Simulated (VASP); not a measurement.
A run of VASP 6.6.1:

Contents of INCAR:

```
SYSTEM = Al9N
PREC     = Accurate       ! precision mode
ENCUT    = 520            ! plane-wave cutoff, eV
EDIFF    = 1E-6           ! SCF threshold, eV
ISMEAR   = 0              ! smearing method
SIGMA    = 0.1            ! smearing width, eV
LREAL    = .False.        ! projectors in reciprocal space
LASPH    = .True.         ! aspherical terms in the spheres
NELM     = 100            ! most SCF steps
ALGO     = Fast           ! electronic algorithm
ISIF     = 2              ! what is computed and relaxed
LWAVE    = .False.        ! write WAVECAR
LCHARG   = .False.        ! write CHGCAR
LDIPOL   = .True.       
IDIPOL   = 3            
DIPOL    = 0.5 0.5 0.423
GGA      = PE             ! functional
IBRION   = 2              ! ionic algorithm
NSW      = 36             ! ionic steps
EDIFFG   = -0.025         ! ionic threshold
KPAR     = 4
```

File KPOINTS:

```
Automatic mesh
0
Gamma
  9 9 1
  0 0 0
```

POSCAR

```
Al9N
1.0
    2.8535431553      0.0000000000      0.0000000000
   -1.4267715776      2.4712408633      0.0000000000
    0.0000000000      0.0000000000     34.2605581613
Al N
9 1
Selective dynamics
Direct
    0.3333333333      0.6666666667      0.1167523302  F F F
    0.0000000000      0.0000000000      0.1852090271  F F F
    0.6666666667      0.3333333333      0.2536657239  F F F
    0.0000000000      0.0000000000      0.3221224208  F F F
    0.3333333333      0.6666666667      0.3899858396  F F F
    0.0000000000      0.0000000000      0.4578168550  F F F
    0.6666666667      0.3333333333      0.5268325041  F F F
    0.0000000000      0.0000000000      0.5950901740  F F F
    0.3333333333      0.6666666667      0.6643370506  F F F
    0.3333333333      0.8333333333      0.7167658465  F F T
```

Potentials or basis: VASP PAW PBE potentials, release 64 (Al, N).

The run is started by

```sh
$ cat potpaw_PBE.64/Al/POTCAR potpaw_PBE.64/N/POTCAR > POTCAR
$ mpirun -np 4 vasp_std > vasp.out
```

Hardware: 4 MPI ranks on Oxide Virtual Turin-like Processor (shared host).

Question: How long does it take, and how much memory?

Answer: Run time: 9 min on 4 MPI ranks on Oxide Virtual Turin-like Processor, on a shared host, peak memory 0.49 GiB a rank. Counts: scf iterations 65, k points 41, ion steps 3.
